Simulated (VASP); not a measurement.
# Pb8F15 (a cell with a defect) in VASP: electric field gradients with PBE

Aim: the electric field gradients of Pb8F15 (a cell with a defect) with PBE.

All numbers are computed with VASP 6.6.1; they aren't measurements. Logs are shortened: lines on timing, memory, paths and dates and some standing lists are left out, and cuts for length are marked.

### 1 The cell of the first run

The cell holds a defect, 23 atoms: a = 8.590 Å, b = 9.990 Å, c = 7.491 Å, α = 56.72°, β = 76.47°, γ = 46.81°.

### 2 Electric field gradients, PBE

Contents of INCAR:

```
  ALGO = Normal
  EDIFF = 1E-8
  ENCUT = 520
  GGA = PE
  ISIF = 2
  ISMEAR = -1
  LASPH = T
  LCHARG = F
  LEFG = T
  LREAL = Auto
  LWAVE = F
  NBANDS = 126
  NELECT = 216.0
  NELM = 100
  PREC = Accurate
  SIGMA = 0.01
```

Contents of KPOINTS:

```
k-points
0
Gamma
  3 3 3
```

Contents of POSCAR:

```
Pb8F15
1.0
    0.0000000000      3.8796427700      7.6637946300
    6.4081039300      0.0000000000      7.6637946300
    6.4081039300      3.8796427700      0.0000000000
Pb F
8 15
Direct
    0.4444880350      0.4495675050      0.8055119650
    0.9444880350      0.9495675050      0.3055119650
    0.0555119650      0.0504324950      0.6944880350
    0.5555119650      0.5504324950      0.1944880350
    0.0504324950      0.5555119650      0.1995675050
    0.5504324950      0.0555119650      0.6995675050
    0.4495675050      0.9444880350      0.3004324950
    0.9495675050      0.4444880350      0.8004324950
    0.4646913250      0.6887880850      0.7853086750
    0.5353086750      0.3112119150      0.2146913250
    0.0353086750      0.8112119150      0.7146913250
    0.8112119150      0.5353086750      0.4387880850
    0.3112119150      0.0353086750      0.9387880850
    0.6887880850      0.9646913250      0.0612119150
    0.1887880850      0.4646913250      0.5612119150
    0.2720346600      0.1628299600      0.4779653400
    0.7720346600      0.6628299600      0.9779653400
    0.2279653400      0.3371700400      0.0220346600
    0.7279653400      0.8371700400      0.5220346600
    0.3371700400      0.7279653400      0.4128299600
    0.8371700400      0.2279653400      0.9128299600
    0.1628299600      0.7720346600      0.0871700400
    0.6628299600      0.2720346600      0.5871700400
```

Potentials or basis: VASP PAW PBE potentials, release 64 (Pb_d, F).

Launch:

```console
$ cat potpaw_PBE.64/Pb_d/POTCAR potpaw_PBE.64/F/POTCAR > POTCAR
$ mpirun -np 1 vasp_std > vasp.out
```

OUTCAR:

```text
EDIFF = 1E-8
   ENCUT = 520
   GGA = PE
   ISIF = 2
   ISMEAR = -1
   LASPH = T
   LREAL = Auto
   NELECT = 216.0
   NELM = 100
   PREC = Accurate

 ion  position               nearest neighbor table
   1  0.444  0.450  0.806-   9 2.43  20 2.45  21 2.45  23 2.56  18 2.61  10 2.63  11 2.63   2 3.88
                             2 3.88   6 3.89   5 3.89   4 4.03   3 4.03   3 4.13   4 4.13
   2  0.944  0.950  0.306-  20 2.45  21 2.45  22 2.56  19 2.61  10 2.63  11 2.63   1 3.88   1 3.88
                             5 3.89   6 3.89   3 4.03   4 4.03   4 4.13   3 4.13
   3  0.056  0.050  0.694-  11 2.43  22 2.45  23 2.45  21 2.56  16 2.61   9 2.63   4 3.88   4 3.88
                             7 3.89   8 3.89   2 4.03   1 4.03   1 4.13   2 4.13
   4  0.556  0.550  0.194-  10 2.43  22 2.45  23 2.45  20 2.56  17 2.61   9 2.63   3 3.88   3 3.88
                             7 3.89   8 3.89   1 4.03   2 4.03   2 4.13   1 4.13
   5  0.050  0.556  0.200-  12 2.43  16 2.45  17 2.45  18 2.56  22 2.61  14 2.63  15 2.63   6 3.88
                             6 3.88   2 3.89   1 3.89   7 4.03   8 4.03   8 4.13   7 4.13
   6  0.550  0.056  0.700-  13 2.43  16 2.45  17 2.45  19 2.56  23 2.61  14 2.63  15 2.63   5 3.88
                             5 3.88   2 3.89   1 3.89   8 4.03   7 4.03   7 4.13   8 4.13
   7  0.450  0.944  0.300-  14 2.43  18 2.45  19 2.45  16 2.56  20 2.61  13 2.63  12 2.63   8 3.88
                             8 3.88   4 3.89   3 3.89   5 4.03   6 4.03   6 4.13   5 4.13
   8  0.950  0.444  0.800-  15 2.43  18 2.45  19 2.45  17 2.56  21 2.61  13 2.63  12 2.63   7 3.88
                             7 3.88   4 3.89   3 3.89   6 4.03   5 4.03   5 4.13   6 4.13
   9  0.465  0.689  0.785-   1 2.43   3 2.63   4 2.63
  10  0.535  0.311  0.215-   4 2.43   2 2.63   1 2.63
  11  0.035  0.811  0.715-   3 2.43   2 2.63   1 2.63
  12  0.811  0.535  0.439-   5 2.43   7 2.63   8 2.63
  13  0.311  0.035  0.939-   6 2.43   7 2.63   8 2.63
  14  0.689  0.965  0.061-   7 2.43   6 2.63   5 2.63
  15  0.189  0.465  0.561-   8 2.43   6 2.63   5 2.63
  16  0.272  0.163  0.478-   5 2.45   6 2.45   7 2.56   3 2.61
  17  0.772  0.663  0.978-   5 2.45   6 2.45   8 2.56   4 2.61
  18  0.228  0.337  0.022-   7 2.45   8 2.45   5 2.56   1 2.61
  19  0.728  0.837  0.522-   7 2.45   8 2.45   6 2.56   2 2.61
  20  0.337  0.728  0.413-   1 2.45   2 2.45   4 2.56   7 2.61
  21  0.837  0.228  0.913-   1 2.45   2 2.45   3 2.56   8 2.61
  22  0.163  0.772  0.087-   3 2.45   4 2.45   2 2.56   5 2.61
  23  0.663  0.272  0.587-   3 2.45   4 2.45   1 2.56   6 2.61

  LATTYP: Found a face centered orthorhombic cell.
 ALAT       =     7.7592855400
 B/A-ratio  =     1.6517252515
 C/A-ratio  =     1.9753866746

  Lattice vectors:

 A1 = (   6.4081039300,   0.0000000000,  -7.6637946300)
 A2 = (   0.0000000000,   3.8796427700,  -7.6637946300)
 A3 = (   6.4081039300,   3.8796427700,   0.0000000000)

Analysis of symmetry for initial positions (statically):
=====================================================================
 Subroutine PRICEL returns:
 Original cell was already a primitive cell.

 Routine SETGRP: Setting up the symmetry group for a
 face centered orthorhombic supercell.

 Subroutine GETGRP returns: Found  2 space group operations
 (whereof  1 operations were pure point group operations)
 out of a pool of  8 trial point group operations.

The static configuration has the point symmetry C_1 .
 The point group associated with its full space group is C_1h.

Analysis of symmetry for dynamics (positions and initial velocities):
=====================================================================
 Subroutine PRICEL returns:
 Original cell was already a primitive cell.

 Routine SETGRP: Setting up the symmetry group for a
 face centered orthorhombic supercell.

 Subroutine GETGRP returns: Found  2 space group operations
 (whereof  1 operations were pure point group operations)
 out of a pool of  8 trial point group operations.

The dynamic configuration has the point symmetry C_1 .
 The point group associated with its full space group is C_1h.

 Subroutine INISYM returns: Found  2 space group operations
 (whereof  1 operations are pure point group operations),
 and found     1 'primitive' translations

----------------------------------------------------------------------------------------

                                     Primitive cell

  volume of cell :     381.0616

  direct lattice vectors                    reciprocal lattice vectors
     0.000000000  3.879642770  7.663794630    -0.078026200  0.128877845  0.065241832
     6.408103930  0.000000000  7.663794630     0.078026200 -0.128877845  0.065241832
     6.408103930  3.879642770  0.000000000     0.078026200  0.128877845 -0.065241832

  length of vectors
[... 104 lines left out ...]
   LNONCOLLINEAR =      F non collinear calculations
   LSORBIT =      F    spin-orbit coupling
   LASPH  =      T    aspherical Exc in radial PAW
   ENCUT  =  520.0 eV  38.22 Ry    6.18 a.u.  15.97 18.57 13.93*2*pi/ulx,y,z
   NELM   =    100;   NELMIN=  2; NELMDL= -5     # of ELM steps
   EDIFF  = 0.1E-07   stopping-criterion for ELM
   LREAL  =      T    real-space projection
   EDIFFG = 0.1E-06   stopping-criterion for IOM
   NSW    =      0    number of steps for IOM
   IBRION =     -1    ionic relax: 0-MD 1-quasi-New 2-CG
   NFREE  =      0    steps in history (QN), initial steepest desc. (CG)
   ISIF   =      2    stress and relaxation
   ISYM   =      2    0-nonsym 1-usesym 2-fastsym
   POTIM  = 0.5000    time-step for ionic-motion
   TEBEG  =    0.0;   TEEND  =   0.0 temperature during run
   PSTRESS=    0.0 pullay stress
   NELECT =     216.0000    total number of electrons
   NUPDOWN=      -1.0000    fix difference up-down
   EMIN   =  10.00;   EMAX   =-10.00  energy-range for DOS
   EFERMI =   0.00;   METHOD = LEGACY
   ISMEAR =    -1;   SIGMA  =   0.01  broadening in eV -4-tet -1-fermi 0-gaus
   EFERMI_NEDOS =   21; number of points for ismear=-14 and -15
   IALGO  =     38    algorithm
   IMIX   =      4    mixing-type and parameters
     AMIX     =   0.40;   BMIX     =  1.00
     AMIX_MAG =   1.60;   BMIX_MAG =  1.00
  volume/ion in A,a.u.               =      16.57       111.81
  Fermi-wavevector in a.u.,A,eV,Ry     =   1.354860  2.560314 24.975469  1.835645
  Thomas-Fermi vector in A             =   2.481996
   LORBIT       =      0    0 simple, 1 ext, 2 COOP (PROOUT), +10 PAW based schemes
   GGA     = PE    functional components
   LHFCALC =     F    Hartree Fock is set to
   AEXX    =    0.0000 exact exchange contribution
   IVDW    =     0    specifies the selected vdW correction
   LEPSILON=     F    determine dielectric tensor
   LRPA    =     F    only Hartree local field effects (RPA)
 non-spin polarized calculation
  energy-cutoff  :      520.00
  volume of cell :      381.06
 maximum number of plane-waves:     10284
   NGX = 31   NGY = 37   NGZ = 27

 number of electron     216.0000021 magnetization

 Free energy of the ion-electron system (eV)
  ---------------------------------------------------
  ext. energy  EPLUGINS =         0.00000000
  ---------------------------------------------------
  free energy    TOTEN  =      -112.96098929 eV

  energy without entropy =     -112.96098929  energy(sigma->0) =     -112.96098929

 E-fermi :   2.9097     XC(G=0):  -9.8257

 val. band max:        2.6680638544   @ k =   0.3333   0.0000   0.3333
 cond. band min:       5.6354586943   @ k =   0.0000   0.0000   0.0000
 fundamental gap:      2.9673948399
 Fermi energy:         2.9096708333

 k-point     1 :       0.0000    0.0000    0.0000
  band No.  band energies     occupation
      1     -18.8812      2.00000
      2     -18.6695      2.00000
      3     -18.6563      2.00000
      4     -18.5970      2.00000
      5     -18.4620      2.00000
      6     -18.4167      2.00000
[... 1219 lines left out ...]
    119       9.1187      0.00000
    120       9.3947      0.00000
 [bands above 120 left out]

------------------------ aborting loop because EDIFF is reached ----------------------------------------

  FORCE on cell =-STRESS in cart. coord.  units (eV):
  Direction    XX          YY          ZZ          XY          YZ          ZX
  --------------------------------------------------------------------------------------
  -------------------------------------------------------------------------------------
  Total       -3.2857323     -2.5936868     -3.1294257      0.0000000      0.0000000      0.8420895
  in kB      -13.8148962    -10.9051835    -13.1577032      0.0000000      0.0000000      3.5405743
  external PRESSURE =     -12.6259276 kB  Pullay stress =       0.0000000 kB

 VOLUME and BASIS-vectors are now :
 -----------------------------------------------------------------------------
  energy-cutoff  :      520.00
  volume of cell :      381.06
      direct lattice vectors                 reciprocal lattice vectors
     0.000000000  3.879642770  7.663794630    -0.078026200  0.128877845  0.065241832
     6.408103930  0.000000000  7.663794630     0.078026200 -0.128877845  0.065241832
     6.408103930  3.879642770  0.000000000     0.078026200  0.128877845 -0.065241832

 POSITION                                       TOTAL-FORCE (eV/Angst)
 -----------------------------------------------------------------------------------
      8.04268      4.84955      6.85186         0.059022      0.000000     -0.281974
      8.04268      4.84955     14.51565        -0.351914      0.000000     -0.920501
      4.77353      2.90973      0.81194         0.408842      0.551996     -0.134581
      4.77353      2.90973      8.47573         0.408842     -0.551996     -0.134581
      4.83863      0.96991      4.64383         0.010904      0.000000      0.074576
      4.83863      4.84955      4.64383         0.097017      0.000000      0.063348
[... 15 lines left out ...]
      5.50587      0.96991      7.16461         0.145600      0.000000      0.366016
      5.50587      4.84955      7.16461        -0.226480      0.000000      0.165946
 -----------------------------------------------------------------------------------
    total drift:                                0.000197     -0.000006      0.001194

  FREE ENERGIE OF THE ION-ELECTRON SYSTEM (eV)
  ---------------------------------------------------
  free  energy   TOTEN  =      -112.9609892917 eV

  energy  without entropy=     -112.9609892917  energy(sigma->0) =     -112.96098929

 Electric field gradients (V/A^2)
---------------------------------------------------------------------
 ion       V_xx      V_yy      V_zz      V_xy      V_xz      V_yz
---------------------------------------------------------------------
   1      21.958    10.017   -31.975    -0.000   -11.792     0.000
   2      15.029   -86.955    71.926    -0.000   116.788     0.000
   3      44.364    20.532   -64.896    48.820     0.404     4.325
   4      44.364    20.532   -64.896   -48.820     0.404    -4.325
   5      19.744     6.676   -26.420     0.001     4.418     0.001
   6      24.781     6.918   -31.700     0.001     7.778     0.001
[... 15 lines left out ...]
  22     -12.002    11.794     0.208     0.009   -26.524     0.005
  23      -5.048     4.760     0.289     0.009   -22.207     0.005
---------------------------------------------------------------------

 Electric field gradients after diagonalization (V/A^2)
 (convention: |V_zz| > |V_xx| > |V_yy|)
----------------------------------------------------------------------
 ion       V_xx      V_yy      V_zz     asymmetry (V_yy - V_xx)/ V_zz
----------------------------------------------------------------------
   1      24.424    10.017   -34.441       0.418
   2     -86.955   -76.725   163.681       0.062
   3     -65.166   -17.596    82.762       0.575
   4     -65.166   -17.596    82.762       0.575
   5      20.163     6.676   -26.839       0.503
   6      25.833     6.918   -32.751       0.578
[... 15 lines left out ...]
  22      21.321    11.794   -33.114       0.288
  23      19.987     4.760   -24.747       0.615
----------------------------------------------------------------------

           NMR quadrupolar parameters

 Cq : quadrupolar parameter    Cq=e*Q*V_zz/h
 eta: asymmetry parameters     (V_yy - V_xx)/ V_zz
 Q  : nuclear electric quadrupole moment in mb (millibarn)
----------------------------------------------------------------------
 ion       Cq(MHz)       eta       Q (mb)
----------------------------------------------------------------------
   1      -0.083       0.418       1.000
   2       0.396       0.062       1.000
   3       0.200       0.575       1.000
   4       0.200       0.575       1.000
   5      -0.065       0.503       1.000
   6      -0.079       0.578       1.000
[... 15 lines left out ...]
  22      -0.080       0.288       1.000
  23      -0.060       0.615       1.000
----------------------------------------------------------------------
```

Run time: 17 min. Hardware: 1 thread of Intel Xeon 6975P-C (Granite Rapids), shared host; peak memory 0.75 GiB.

What came out:

* Free energy: -112.9610 eV
* Largest force: 0.985 eV/Å

Forces on the atoms (eV/Å):
```
Pb   0.059  0.000 -0.282
Pb  -0.352  0.000 -0.921
Pb   0.409  0.552 -0.135
Pb   0.409 -0.552 -0.135
Pb   0.011  0.000  0.075
Pb   0.097  0.000  0.063
Pb  -0.261  0.311  0.434
Pb  -0.261 -0.311  0.434
F    0.216  0.000  0.059
F   -0.051  0.207  0.159
F   -0.051 -0.207  0.159
F    0.043  0.000 -0.141
F   -0.001  0.000 -0.312
F    0.195  0.155  0.065
F    0.195 -0.155  0.065
F   -0.059 -0.137 -0.277
F   -0.059  0.137 -0.277
F    0.026  0.000 -0.106
F   -0.280  0.000  0.321
F   -0.101 -0.318  0.108
F   -0.101  0.318  0.108
F    0.146  0.000  0.366
F   -0.226  0.000  0.166
```

Electric field gradients, principal values (V/Å²):
```
atom    least   middle  greatest (by size)
1 Pb   10.017   24.424             -34.441
2 Pb  -76.725  -86.955             163.681
3 Pb  -17.596  -65.166              82.762
4 Pb  -17.596  -65.166              82.762
5 Pb    6.676   20.163             -26.839
6 Pb    6.918   25.833             -32.751
7 Pb   13.323   29.102             -42.425
8 Pb   13.324   29.101             -42.425
 9 F    1.214   11.100             -12.314
10 F    3.742   12.323             -16.065
11 F    3.734   12.321             -16.056
12 F    1.160    9.485             -10.645
13 F   -0.956   -8.262               9.218
14 F   -0.421  -14.596              15.018
15 F   -0.437  -14.581              15.018
16 F    4.544   17.531             -22.075
17 F    4.547   17.528             -22.075
18 F    4.067   15.212             -19.279
19 F    2.471   17.573             -20.044
20 F    1.133   15.997             -17.131
21 F    1.136   16.003             -17.139
22 F   11.794   21.321             -33.114
23 F    4.760   19.987             -24.747
```

Caveat: the cell carries a net charge on a neutralising background, which shifts energy and pressure; the cell is charged against a uniform background, so pressure and absolute levels hang on convention; without QUAD_EFG the Cq values of the log hold for a quadrupole moment of 1 mb, not for the nuclei; spin-orbit coupling is left out, which moves the levels of the heavy elements.
